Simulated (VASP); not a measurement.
# TiO2 (P1) in VASP: further runs

TiO2 is run at these levels: r2SCAN; tasks: single point.

Everything below comes from runs of VASP 6.6.1. Logs are shortened: lines on timing, memory, paths and dates and some standing lists are left out, and cuts for length are marked.

### Step 1. The cell of the first run

The typed cell holds 6 atoms: a = 3.825 Å, b = 3.818 Å, c = 5.516 Å, α = 110.82°, β = 111.06°, γ = 91.00°.

### Step 2. Single point, r2SCAN

Contents of POSCAR:

```
TiO2
1.0
    2.6805548658     -2.7284128728     -0.0617389515
    2.6752617647      2.7231209861     -0.0543959535
   -2.7090875630      0.0090815493      4.8052823094
Ti O
2 4
Direct
    0.1219484995      0.8575515384      0.2362471605
    0.8755807488      0.1482181876      0.7558577591
    0.3540058329      0.0989456189      0.6738295210
    0.6731971283      0.9418963086      0.3216654504
    0.9681807552      0.6826863602      0.8467382601
    0.0640405078      0.3491038293      0.1745947979
```

Contents of INCAR.step1:

```
SYSTEM = TiO2
  ALGO = Normal
  EDIFF = 1E-5
  ENCUT = 910
  GGA = PE
  GGA_COMPAT = .FALSE.
  ISMEAR = 0
  LASPH = .TRUE.
  LCHARG = .FALSE.
  LREAL = .FALSE.
  LWAVE = .TRUE.
  NBANDS = 33
  NELM = 120
  PREC = Accurate
  SIGMA = 0.02
```

Contents of INCAR.step2:

```
SYSTEM = TiO2
  ALGO = Normal
  EDIFF = 1E-6
  ENCUT = 910
  GGA_COMPAT = .FALSE.
  ISIF = 2
  ISMEAR = 0
  ISTART = 1
  LASPH = .TRUE.
  LCHARG = .FALSE.
  LMIXTAU = .TRUE.
  LREAL = .FALSE.
  LWAVE = .FALSE.
  METAGGA = R2SCAN
  NBANDS = 33
  NELM = 120
  PREC = Accurate
  SIGMA = 0.02
```

Contents of KPOINTS:

```
k-points
0
G
  4 4 4
  0 0 0
```

Potentials or basis: VASP PAW PBE potentials, release 64 (Ti_sv, O_h).

Run with:

```
> cat potpaw_PBE.64/Ti_sv/POTCAR potpaw_PBE.64/O_h/POTCAR > POTCAR
> cp INCAR.step1 INCAR
> mpirun -np 1 vasp_std > vasp.out
> cp INCAR.step2 INCAR
> mpirun -np 1 vasp_std > vasp.out
```

OUTCAR:

```text
SYSTEM = TiO2
   EDIFF = 1E-6
   ENCUT = 910
   ISIF = 2
   ISMEAR = 0
   ISTART = 1
   LASPH = .TRUE.
   LREAL = .FALSE.
   METAGGA = R2SCAN
   NELM = 120
   PREC = Accurate

 ion  position               nearest neighbor table
   1  0.122  0.858  0.236-   6 1.84   5 1.86   4 1.94   4 1.98   6 2.02   3 2.08   2 2.87
   2  0.876  0.148  0.756-   3 1.87   5 1.91   6 1.99   5 2.02   3 2.03   4 2.06   1 2.87
   3  0.354  0.099  0.674-   2 1.87   2 2.03   1 2.08
   4  0.673  0.942  0.322-   1 1.94   1 1.98   2 2.06
   5  0.968  0.683  0.847-   1 1.86   2 1.91   2 2.02
   6  0.064  0.349  0.175-   1 1.84   2 1.99   1 2.02

  LATTYP: Found a triclinic cell.
 ALAT       =     3.8253657199
 B/A-ratio  =     1.4251033164
 C/A-ratio  =     2.4094441646
 COS(alpha) =     0.0003376943
 COS(beta)  =     0.6005099283
 COS(gamma) =     0.7139434816

  Lattice vectors:

 A1 = (  -2.6805548658,   2.7284128728,   0.0617389515)
 A2 = (  -0.0052931011,   5.4515338589,   0.0073429980)
 A3 = (  -8.0025456980,   0.0015022241,  -4.5730124994)

Analysis of symmetry for initial positions (statically):
=====================================================================
 Subroutine PRICEL returns:
 Original cell was already a primitive cell.

 Routine SETGRP: Setting up the symmetry group for a
 triclinic supercell.

 Subroutine GETGRP returns: Found  1 space group operations
 (whereof  1 operations were pure point group operations)
 out of a pool of  2 trial point group operations.

The static configuration has the point symmetry C_1 .

Analysis of symmetry for dynamics (positions and initial velocities):
=====================================================================
 Subroutine PRICEL returns:
 Original cell was already a primitive cell.

 Routine SETGRP: Setting up the symmetry group for a
 triclinic supercell.

 Subroutine GETGRP returns: Found  1 space group operations
 (whereof  1 operations were pure point group operations)
 out of a pool of  2 trial point group operations.

The dynamic configuration has the point symmetry C_1 .

 Subroutine INISYM returns: Found  1 space group operations
 (whereof  1 operations are pure point group operations),
 and found     1 'primitive' translations

----------------------------------------------------------------------------------------

                                     Primitive cell

  volume of cell :      69.2931

  direct lattice vectors                    reciprocal lattice vectors
     2.680554866 -2.728412873 -0.061738951     0.188847823 -0.183395127  0.106813870
     2.675261765  2.723120986 -0.054395953     0.189199580  0.183475106  0.106318830
    -2.709087563  0.009081549  4.805282309     0.004568089 -0.000279342  0.210680211

  length of vectors
     3.825365720  3.817770597  5.516337188     0.284088852  0.284188827  0.210729914

  position of ions in fractional coordinates (direct lattice)
     0.121948500  0.857551538  0.236247160
     0.875580749  0.148218188  0.755857759
     0.354005833  0.098945619  0.673829521
     0.673197128  0.941896309  0.321665450
     0.968180755  0.682686360  0.846738260
     0.064040508  0.349103829  0.174594798

  ion indices of the primitive-cell ions
   primitive index   ion index
                 1           1
                 2           2
                 3           3
                 4           4
                 5           5
                 6           6

----------------------------------------------------------------------------------------

 KPOINTS: k-points

Automatic generation of k-mesh.
 Grid dimensions read from file:
 generate k-points for:    4    4    4

 Generating k-lattice:

  Cartesian coordinates                     Fractional coordinates (reciprocal lattice)
     0.047211956 -0.045848782  0.026703468     0.250000000  0.000000000 -0.000000000
     0.047299895  0.045868777  0.026579707    -0.000000000  0.250000000  0.000000000
     0.001142022 -0.000069836  0.052670053     0.000000000  0.000000000  0.250000000

  Length of vectors
     0.071022213  0.071047207  0.052682479

  Shift w.r.t. Gamma in fractional coordinates (k-lattice)
     0.000000000  0.000000000  0.000000000

 Subroutine IBZKPT returns following result:
 ===========================================

 Found     36 irreducible k-points:

 Following reciprocal coordinates:
            Coordinates               Weight
  0.000000  0.000000  0.000000      1.000000
  0.250000 -0.000000  0.000000      2.000000
  0.500000 -0.000000  0.000000      1.000000
 -0.000000  0.250000  0.000000      2.000000
  0.250000  0.250000  0.000000      2.000000
  0.500000  0.250000  0.000000      2.000000
[... 16 lines left out ...]
 -0.000000 -0.250000  0.250000      2.000000
  0.250000 -0.250000  0.250000      2.000000
 [... further k-points ...]
   k-points           NKPTS =     36   k-points in BZ     NKDIM =     36   number of bands    NBANDS=     33
   number of dos      NEDOS =    301   number of ions     NIONS =      6
   total plane-waves  NPLWV =  86400
   dimension x,y,z NGX =    40 NGY =   40 NGZ =   54
   dimension x,y,z NGXF=    80 NGYF=   80 NGZF=  108
   ions per type =               2   4
   NGX,Y,Z   is equivalent  to a cutoff of  17.38, 17.42, 16.27 a.u.
   NGXF,Y,Z  is equivalent  to a cutoff of  34.77, 34.84, 32.55 a.u.
 SYSTEM =  TiO2
   PREC   = accura    normal or accurate (medium, high low for compatibility)
   ISTART =      1    job   : 0-new  1-cont  2-samecut
   ICHARG =      0    charge: 1-file 2-atom 10-const
   ISPIN  =      1    spin polarized calculation?
   LNONCOLLINEAR =      F non collinear calculations
   LSORBIT =      F    spin-orbit coupling
   LASPH  =      T    aspherical Exc in radial PAW
   ENCUT  =  910.0 eV  66.88 Ry    8.18 a.u.   9.41  9.39 13.57*2*pi/ulx,y,z
   NELM   =    120;   NELMIN=  2; NELMDL=  0     # of ELM steps
   EDIFF  = 0.1E-05   stopping-criterion for ELM
   LREAL  =      F    real-space projection
   EDIFFG = 0.1E-04   stopping-criterion for IOM
   NSW    =      0    number of steps for IOM
   IBRION =     -1    ionic relax: 0-MD 1-quasi-New 2-CG
   NFREE  =      0    steps in history (QN), initial steepest desc. (CG)
   ISIF   =      2    stress and relaxation
   ISYM   =      2    0-nonsym 1-usesym 2-fastsym
   POTIM  = 0.5000    time-step for ionic-motion
   TEBEG  =    0.0;   TEEND  =   0.0 temperature during run
   PSTRESS=    0.0 pullay stress
   NELECT =      48.0000    total number of electrons
   NUPDOWN=      -1.0000    fix difference up-down
   EMIN   =  10.00;   EMAX   =-10.00  energy-range for DOS
   EFERMI =   0.00;   METHOD = LEGACY
   ISMEAR =     0;   SIGMA  =   0.02  broadening in eV -4-tet -1-fermi 0-gaus
   EFERMI_NEDOS =   21; number of points for ismear=-14 and -15
   IALGO  =     38    algorithm
   IMIX   =      4    mixing-type and parameters
     AMIX     =   0.40;   BMIX     =  1.00
     AMIX_MAG =   1.60;   BMIX_MAG =  1.00
  volume/ion in A,a.u.               =      11.55        77.94
  Fermi-wavevector in a.u.,A,eV,Ry     =   1.448522  2.737310 28.547970  2.098217
  Thomas-Fermi vector in A             =   2.566353
   LORBIT       =      0    0 simple, 1 ext, 2 COOP (PROOUT), +10 PAW based schemes
   METAGGA = R2SCAN    functional components
   LHFCALC =     F    Hartree Fock is set to
   AEXX    =    0.0000 exact exchange contribution
   IVDW    =     0    specifies the selected vdW correction
   LEPSILON=     F    determine dielectric tensor
   LRPA    =     F    only Hartree local field effects (RPA)
 non-spin polarized calculation
 Gauss-broadening in eV      SIGMA  =   0.02
  energy-cutoff  :      910.00
  volume of cell :       69.29
 maximum number of plane-waves:      4346
 NGX is ok and might be reduce to    40
   NGX = 19   NGY = 19   NGZ = 27

 number of electron      48.0000001 magnetization

 Free energy of the ion-electron system (eV)
  ---------------------------------------------------
  ext. energy  EPLUGINS =         0.00000000
  ---------------------------------------------------
  free energy    TOTEN  =       -69.65978861 eV

  energy without entropy =      -69.65978861  energy(sigma->0) =      -69.65978861

 E-fermi :   3.6773     XC(G=0): -11.3846

 val. band max:        3.4718424651   @ k =   0.5000   0.5000   0.0000
 cond. band min:       6.0605383867   @ k =   0.0000   0.0000   0.0000
 fundamental gap:      2.5886959216
 Fermi energy:         3.6772675026

 k-point     1 :       0.0000    0.0000    0.0000
  band No.  band energies     occupation
      1     -55.4129      2.00000
      2     -55.0803      2.00000
      3     -30.7585      2.00000
      4     -30.5946      2.00000
      5     -30.5434      2.00000
      6     -30.3003      2.00000
[... 25 lines left out ...]
     32       8.8880      0.00000
     33       8.9928      0.00000

 k-point     2 :       0.2500   -0.0000    0.0000
  band No.  band energies     occupation
      1     -55.4110      2.00000
      2     -55.0803      2.00000
      3     -30.7364      2.00000
      4     -30.6004      2.00000
      5     -30.5842      2.00000
      6     -30.3080      2.00000
[... 25 lines left out ...]
     32       9.3570      0.00000
     33       9.8161      0.00000

 k-point     3 :       0.5000   -0.0000    0.0000
  band No.  band energies     occupation
      1     -55.4090      2.00000
      2     -55.0803      2.00000
      3     -30.7053      2.00000
      4     -30.6479      2.00000
      5     -30.5911      2.00000
      6     -30.3314      2.00000
[... 25 lines left out ...]
     32       9.5376      0.00000
     33      10.0947      0.00000

 k-point     4 :      -0.0000    0.2500    0.0000
  band No.  band energies     occupation
      1     -55.4104      2.00000
      2     -55.0808      2.00000
      3     -30.7516      2.00000
      4     -30.6434      2.00000
      5     -30.5447      2.00000
      6     -30.3345      2.00000
[... 673 lines left out ...]
     32      10.1956      0.00000
     33      10.6608      0.00000

 k-point    23 :      -0.0000   -0.2500    0.2500
  band No.  band energies     occupation
      1     -55.4109      2.00000
      2     -55.0803      2.00000
      3     -30.7751      2.00000
      4     -30.6353      2.00000
      5     -30.5437      2.00000
      6     -30.3280      2.00000
[... 25 lines left out ...]
     32       9.3846      0.00000
     33       9.7761      0.00000

 k-point    24 :       0.2500   -0.2500    0.2500
  band No.  band energies     occupation
      1     -55.4089      2.00000
      2     -55.0803      2.00000
      3     -30.7530      2.00000
      4     -30.6345      2.00000
      5     -30.5935      2.00000
      6     -30.3231      2.00000
[... 25 lines left out ...]
     32       9.9594      0.00000
     33      10.5421      0.00000

 [... further k-points ...]

------------------------ aborting loop because EDIFF is reached ----------------------------------------

  FORCE on cell =-STRESS in cart. coord.  units (eV):
  Direction    XX          YY          ZZ          XY          YZ          ZX
  --------------------------------------------------------------------------------------
  -------------------------------------------------------------------------------------
  Total       -0.6268981     -1.4742257     -0.1862654      2.4146456      0.4423973      1.1772761
  in kB      -14.4949697    -34.0866489     -4.3067782     55.8307834     10.2289913     27.2206610
  external PRESSURE =     -17.6294656 kB  Pullay stress =       0.0000000 kB

 VOLUME and BASIS-vectors are now :
 -----------------------------------------------------------------------------
  energy-cutoff  :      910.00
  volume of cell :       69.29
      direct lattice vectors                 reciprocal lattice vectors
     2.680554866 -2.728412873 -0.061738951     0.188847823 -0.183395127  0.106813870
     2.675261765  2.723120986 -0.054395953     0.189199580  0.183475106  0.106318830
    -2.709087563  0.009081549  4.805282309     0.004568089 -0.000279342  0.210680211

 POSITION                                       TOTAL-FORCE (eV/Angst)
 -----------------------------------------------------------------------------------
      1.98105      2.00464      1.08106         0.551085      0.386759      1.841679
      0.69588     -1.97847      3.56999        -0.137655     -0.281664     -0.956152
     -0.61183     -0.69031      3.21070         0.081866     -0.291986     -0.119727
      3.45294      0.73106      1.45290        -0.623256      0.131702      0.914283
      2.12774     -0.77487      3.97191        -0.094133      0.251157     -1.138876
      0.63262      0.77751      0.81603         0.222094     -0.195968     -0.541207
 -----------------------------------------------------------------------------------
    total drift:                                0.000233     -0.000207     -0.004789

  FREE ENERGIE OF THE ION-ELECTRON SYSTEM (eV)
  ---------------------------------------------------
  free  energy   TOTEN  =       -69.6597886090 eV

  energy  without entropy=      -69.6597886090  energy(sigma->0) =      -69.65978861
```

It took 17 min on 1 thread of AMD EPYC 7R43 (Zen 3), shared host; peak memory 0.35 GiB.

Results:

- Free energy: -69.6598 eV
- Pressure: -1.8 GPa
- Largest force: 1.961 eV/Å
- Band gap on the k mesh: 2.59 eV (least direct gap 3.01 eV)

Forces in eV/Å, atoms in the order of the input:
```
Ti   0.551  0.387  1.842
Ti  -0.138 -0.282 -0.956
O    0.082 -0.292 -0.120
O   -0.623  0.132  0.914
O   -0.094  0.251 -1.139
O    0.222 -0.196 -0.541
```

Caveat: the k points lie up to 0.44 Å⁻¹ apart; the PAW data sets were made with another functional, which shifts forces and pressure a little.

### Step 3. Single point, r2SCAN

POSCAR is that of step 2.

Contents of INCAR.step1:

```
SYSTEM = TiO2
PREC     = Accurate       ! precision mode
ENCUT    = 520            ! plane-wave cutoff, eV
ISMEAR   = 0              ! smearing method
SIGMA    = 0.02           ! smearing width, eV
LREAL    = .False.        ! projectors in reciprocal space
LASPH    = .True.         ! aspherical terms in the spheres
NELM     = 100            ! most SCF steps
NBANDS   = 33             ! bands
GGA      = PE             ! functional
ALGO     = Normal         ! electronic algorithm
EDIFF    = 1E-4           ! SCF threshold, eV
LWAVE    = .True.         ! write WAVECAR
LCHARG   = .False.        ! write CHGCAR
```

Contents of INCAR.step2:

```
SYSTEM = TiO2
PREC     = Accurate       ! precision mode
ENCUT    = 520            ! plane-wave cutoff, eV
EDIFF    = 1E-6           ! SCF threshold, eV
ISMEAR   = 0              ! smearing method
SIGMA    = 0.02           ! smearing width, eV
LREAL    = .False.        ! projectors in reciprocal space
LASPH    = .True.         ! aspherical terms in the spheres
NELM     = 100            ! most SCF steps
ALGO     = Normal         ! electronic algorithm
ISIF     = 2              ! what is computed and relaxed
LWAVE    = .False.        ! write WAVECAR
LCHARG   = .False.        ! write CHGCAR
METAGGA  = R2SCAN         ! meta-GGA
LMIXTAU  = .True.       
NBANDS   = 33             ! bands
ISTART   = 1
```

Contents of KPOINTS:

```
Automatic mesh
0
Gamma
  6 6 4
  0 0 0
```

Potentials or basis: VASP PAW PBE potentials, release 64 (Ti_sv, O).

Run with:

```
> cat potpaw_PBE.64/Ti_sv/POTCAR potpaw_PBE.64/O/POTCAR > POTCAR
> cp INCAR.step1 INCAR
> mpirun -np 1 vasp_std > vasp.out
> cp INCAR.step2 INCAR
> mpirun -np 1 vasp_std > vasp.out
```

It took 17 min on 1 thread of Intel Xeon 8259CL, shared host; peak memory 0.24 GiB.

It converged, with:

- Free energy: -69.6041 eV
- Pressure: -1.4 GPa
- Largest force: 1.984 eV/Å
- Band gap on the k mesh: 2.58 eV (least direct gap 3.01 eV)

Forces on the atoms (eV/Å):
```
Ti   0.567  0.416  1.856
Ti  -0.129 -0.320 -0.958
O    0.071 -0.270 -0.133
O   -0.632  0.128  0.922
O   -0.094  0.271 -1.147
O    0.216 -0.225 -0.539
```

Stress tensor (GPa, compression positive):
```
-1.15  5.61  2.78
 5.61 -3.13  1.03
 2.78  1.03  0.00
```

Levels at points of the mesh, in eV from the valence-band top:
| k point | band 21 | band 22 | band 23 | band 24 | band 25 | band 26 | band 27 | band 28 |
| --- | --- | --- | --- | --- | --- | --- | --- | --- |
| (0.00, 0.00, 0.00) | -1.01 | -0.88 | -0.83 | -0.47 | 2.58 | 3.17 | 4.02 | 4.05 |
| (0.50, 0.00, 0.00) | -1.72 | -1.34 | -1.03 | -0.78 | 3.35 | 3.61 | 3.74 | 3.99 |
| (0.00, 0.50, 0.00) | -2.02 | -1.00 | -0.89 | -0.66 | 3.30 | 3.51 | 3.65 | 4.23 |
| (0.50, 0.50, 0.00) | -2.20 | -1.97 | -0.32 | 0.00 | 3.32 | 3.76 | 4.01 | 4.26 |
| (0.00, 0.00, 0.50) | -1.37 | -1.20 | -0.54 | -0.34 | 2.68 | 3.04 | 3.94 | 4.01 |
| (0.50, 0.00, 0.50) | -1.83 | -1.33 | -1.06 | -0.85 | 3.38 | 3.78 | 3.94 | 4.13 |
| (0.00, 0.50, 0.50) | -1.72 | -0.97 | -0.93 | -0.80 | 3.24 | 3.56 | 3.89 | 4.06 |
| (0.50, 0.50, 0.50) | -2.24 | -1.93 | -0.29 | 0.00 | 3.40 | 3.76 | 3.85 | 4.33 |

Caveat: the PAW data sets were made with another functional, which shifts forces and pressure a little.
